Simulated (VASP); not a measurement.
Set up this calculation in VASP 6.6.1, as the native input.

| Property | Result |
| --- | --- |
| Task | single point |
| Functional | LDA |
| Potentials or basis | VASP PAW LDA potentials, release 64 (Ir) |
| Cutoff | 500 eV |
| k mesh | 23 × 23 × 23 |
| Occupations | fermi-dirac, width 0.1 eV |
| Spin | no spin polarisation |
| Dipole correction | no |
| Further INCAR settings | ALGO = Normal; EDIFF = 1e-06; NBANDS = 10 |

The structure of Ir lies in POSCAR:

```
Ir
1.0
    0.0000000000      1.9060927673      1.9060927673
    1.9060927673      0.0000000000      1.9060927673
    1.9060927673      1.9060927673      0.0000000000
Ir
1
Direct
    0.0000000000      0.0000000000      0.0000000000
```

The input as run:

INCAR

```
ALGO     = Normal         # electronic algorithm
EDIFF    = 1E-6           # SCF threshold, eV
ENCUT    = 500            # plane-wave cutoff, eV
GGA      = CA             # functional
GGA_COMPAT= F            
ISIF     = 2              # what is computed and relaxed
ISMEAR   = -1             # smearing method
LASPH    = T              # aspherical terms in the spheres
LCHARG   = F              # write CHGCAR
LREAL    = F              # projectors in reciprocal space
LWAVE    = F              # write WAVECAR
NBANDS   = 10             # bands
NELM     = 120            # most SCF steps
PREC     = Accurate       # precision mode
SIGMA    = 0.1            # smearing width, eV
```

KPOINTS

```
k-points
0
Gamma
  23 23 23
```

Potentials or basis: VASP PAW LDA potentials, release 64 (Ir).

The run is started by

```sh
$ cat potpaw_LDA.64/Ir/POTCAR > POTCAR
$ mpirun -np 1 vasp_std > vasp.out
```

It gave:

```
Pressure : 2.4 GPa
```

It took 19 s on 1 thread of Intel(R) Xeon(R) 6975P-C (Granite Rapids) (shared host), peak memory 0.16 GiB.
